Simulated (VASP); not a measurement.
Write the native input for VASP 6.6.1 that does the following.

```yaml
Task: relaxation of cell and atoms
Functional: PBE
Potentials_or_basis: VASP PAW PBE potentials, release 64 (Co, O)
Cutoff: 600 eV
k_mesh: 16 × 16 × 16
Occupations: gaussian, width 0.1 eV
Spin: collinear spin, ferromagnetic start
Starting_moments: "[2.78, 0.26] μB"
Hubbard_terms: Co d U = 3.32 eV
Dipole_correction: no
Further_INCAR_settings: ALGO = Normal; EDIFF = 1e-06; IBRION = 2; EDIFFG = -0.01; NSW = 80; ISIF = 3
```

The structure of CoO lies in POSCAR:

```
CoO
1.0
    0.0000000000      2.1479211363      2.1479211363
    2.1479211363      0.0000000000      2.1479211363
    2.1479211363      2.1479211363      0.0000000000
Co O
1 1
Direct
    0.0000000000      0.0000000000      0.0000000000
    0.5000000000      0.5000000000      0.5000000000
```

These files were run (other wordings do the same):

INCAR

```
SYSTEM = CoO
PREC = Accurate
ENCUT = 600
EDIFF = 1E-6
ISMEAR = 0
SIGMA = 0.1
LREAL = .FALSE.
LASPH = .TRUE.
NELM = 150
ALGO = Normal
ISIF = 3
LWAVE = .FALSE.
LCHARG = .FALSE.
ISPIN = 2
MAGMOM = 2.78 0.26
LORBIT = 11
LMAXMIX = 4
LDAU = .TRUE.
LDAUTYPE = 2
LDAUL = 2 -1
LDAUU = 3.32 0
LDAUJ = 0 0
LDAUPRINT = 1
GGA = PE
IBRION = 2
NSW = 80
EDIFFG = -0.01
```

KPOINTS

```
regular mesh
0
G
  16 16 16
  0 0 0
```

Potentials or basis: VASP PAW PBE potentials, release 64 (Co, O).

The run is started by

```bash
$ cat potpaw_PBE.64/Co/POTCAR potpaw_PBE.64/O/POTCAR > POTCAR
$ mpirun -np 1 vasp_std > vasp.out
```

It gave:

- Relaxed volume: 9.56 Å³/atom
- Relaxed cell: a = 3.002 Å, b = 3.002 Å, c = 3.002 Å, α = 60.00°, β = 60.00°, γ = 60.00°
- Space group after relaxing (to 0.1 Å): Fm-3m (No. 225)
- Energy gained by relaxing: 6.7 meV/atom
- Ionic steps: 6
- Pressure after relaxing: 0.0 GPa
- Band gap on the k mesh: zero (filled and empty bands overlap)
- Net moment: 3.00 μB per cell
- Site moments: Co +2.73; O +0.26 μB
- Valence electrons inside the program's atomic spheres: Co 7.82; O 5.00

Caveat: a cell with one magnetic atom can't hold antiferromagnetic order, which such compounds often take.

It took 3.3 min on 1 thread of Intel(R) Xeon(R) Platinum 8259CL CPU @ 2.50GHz (Skylake/Cascade Lake) (shared host), peak memory 0.21 GiB.
